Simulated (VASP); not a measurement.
Input of a VASP 6.6.1 run:

File INCAR:

```
PREC = Accurate
ENCUT = 520
EDIFF = 1E-6
ISMEAR = -1
SIGMA = 0.05
LREAL = Auto
LASPH = T
NELM = 80
ALGO = Normal
ISIF = 2
LWAVE = F
LCHARG = T
GGA = PS
LELF = T
LVHAR = T
NBANDS = 116
```

Contents of KPOINTS:

```
Automatic mesh
0
Gamma
  3 4 1
```

POSCAR

```
Mg5Zn3O8
1.0
    0.0000000000      0.0000000000      5.3307830000
    3.3019390000      0.0000000000      0.0000000000
    0.0000000000     22.5490790000      0.0000000000
Zn Mg O
6 10 16
Direct
    0.4984800000      0.4811840000      0.0374390000
    0.4962460000      0.0020850000      0.1605980000
    0.4944760000      0.5169340000      0.2847230000
    0.9919720000      0.9930690000      0.0816700000
    0.9982030000      0.5203750000      0.2067790000
    0.0040340000      0.0176070000      0.3246350000
    0.4923290000      0.9663370000      0.4071400000
    0.4887310000      0.5088610000      0.5340880000
    0.4841360000      0.9993900000      0.6591800000
    0.4909910000      0.4937970000      0.7846620000
    0.5096890000      0.9955080000      0.9146650000
    0.9887750000      0.4740830000      0.4472940000
    0.9957930000      0.9898400000      0.5789490000
    0.9980070000      0.4798480000      0.7019370000
    0.9979410000      0.0040770000      0.8300460000
    0.9911130000      0.5115350000      0.9575420000
    0.3844980000      0.0069590000      0.0788950000
    0.3708260000      0.5237190000      0.2060420000
    0.3795360000      0.0107970000      0.3253380000
    0.3752590000      0.4884100000      0.4457210000
    0.3710160000      0.9746460000      0.5728420000
    0.3855250000      0.5022840000      0.7065460000
    0.3679450000      0.9733840000      0.8296070000
    0.3799080000      0.5057310000      0.9559800000
    0.8767030000      0.4913300000      0.0438400000
    0.8711100000      0.9919700000      0.1629010000
    0.8795320000      0.5295440000      0.2855760000
    0.8618460000      0.9837360000      0.4053860000
    0.8946060000      0.4942630000      0.5340520000
    0.8741700000      0.9979740000      0.6628860000
    0.8742900000      0.4996530000      0.7876350000
    0.8807340000      0.9796330000      0.9170620000
```

Potentials or basis: VASP PAW PBE potentials, release 64 (Zn, Mg, O).

The run is started by

```console
$ cat potpaw_PBE.64/Zn/POTCAR potpaw_PBE.64/Mg/POTCAR potpaw_PBE.64/O/POTCAR > POTCAR
$ mpirun -np 1 vasp_std > vasp.out
```

(1) Estimate the band gap on the k mesh.

(2) Predict the largest force.

(3) Estimate the pressure.

## Answers

(1) 1.14 eV.

(2) 2.486 eV/Å.

(3) -4.0 GPa.

Caveat: the k points lie up to 0.48 Å⁻¹ apart; the PAW data sets were made with another functional, which shifts forces and pressure a little.
